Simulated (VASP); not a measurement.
Write the native input for VASP 6.6.1 that does the following.

```yaml
Task: relaxation of cell and atoms
Functional: r2SCAN
Potentials_or_basis: VASP PAW PBE potentials, release 64 (Bi_d, Te)
Cutoff: 600 eV
k_mesh: 12 × 12 × 12
Occupations: gaussian, width 0.1 eV
Spin: no spin polarisation
Target_pressure: 4 GPa
Dipole_correction: no
Further_INCAR_settings: ALGO = Normal; EDIFF = 1e-06; IBRION = 2; EDIFFG = -0.008; NSW = 70; ISIF = 3
```

The system is BiTe.

```
Bi Te
1.0
     0.00000    3.16004    3.16004
     3.16004    0.00000    3.16004
     3.16004    3.16004    0.00000
Bi Te
1 1
Direct
  0.00000 0.00000 0.00000
  0.50000 0.50000 0.50000
```

These files were run (other wordings do the same):

POSCAR

```
BiTe
1.0
    0.0000000000      3.1600384711      3.1600384711
    3.1600384711      0.0000000000      3.1600384711
    3.1600384711      3.1600384711      0.0000000000
Bi Te
1 1
Direct
    0.0000000000      0.0000000000      0.0000000000
    0.5000000000      0.5000000000      0.5000000000
```

INCAR.step1

```
  PREC = Accurate
  ENCUT = 600
  ISMEAR = 0
  SIGMA = 0.1
  LREAL = F
  LASPH = T
  NELM = 60
  GGA = PE
  ALGO = Normal
  EDIFF = 1E-4
  LWAVE = T
  LCHARG = F
```

INCAR.step2

```
  PREC = Accurate
  ENCUT = 600
  EDIFF = 1E-6
  ISMEAR = 0
  SIGMA = 0.1
  LREAL = F
  LASPH = T
  NELM = 60
  ALGO = Normal
  ISIF = 3
  LWAVE = F
  LCHARG = F
  METAGGA = R2SCAN
  LMIXTAU = T
  IBRION = 2
  NSW = 70
  EDIFFG = -0.008
  PSTRESS = 40.0
  ISTART = 1
```

KPOINTS

```
regular mesh
0
Gamma
  12 12 12
```

Potentials or basis: VASP PAW PBE potentials, release 64 (Bi_d, Te).

Run with:

```sh
$ cat potpaw_PBE.64/Bi_d/POTCAR potpaw_PBE.64/Te/POTCAR > POTCAR
$ cp INCAR.step1 INCAR
$ mpirun -np 1 vasp_std > vasp.out
$ cp INCAR.step2 INCAR
$ mpirun -np 1 vasp_std > vasp.out
```

Results of the run:

The relaxed volume is 31.63 Å³/atom. The relaxed cell is a = 4.472 Å, b = 4.472 Å, c = 4.472 Å, α = 60.00°, β = 60.00°, γ = 60.00° and the space group after relaxing (to 0.1 Å) is Fm-3m (No. 225). The energy change on relaxing (the run minimises the enthalpy) is -1.8 meV/atom. The ionic steps are 3 and the pressure after relaxing is 4.0 GPa. The band gap on the k mesh is zero (an odd number of electrons rules out a gap without spin polarisation).

Caveat: the cell is relaxed towards a set pressure, so the run minimises the enthalpy, not the energy; the PAW data sets were made with another functional, which shifts forces and pressure a little; spin-orbit coupling is left out, which moves the levels of the heavy elements; an odd number of electrons without spin polarisation forces a metal; a magnetic or distorted state may lie lower.

Wall time 14 min on 1 thread of AMD EPYC 9755 128-Core Processor (shared host), peak memory 0.24 GiB.
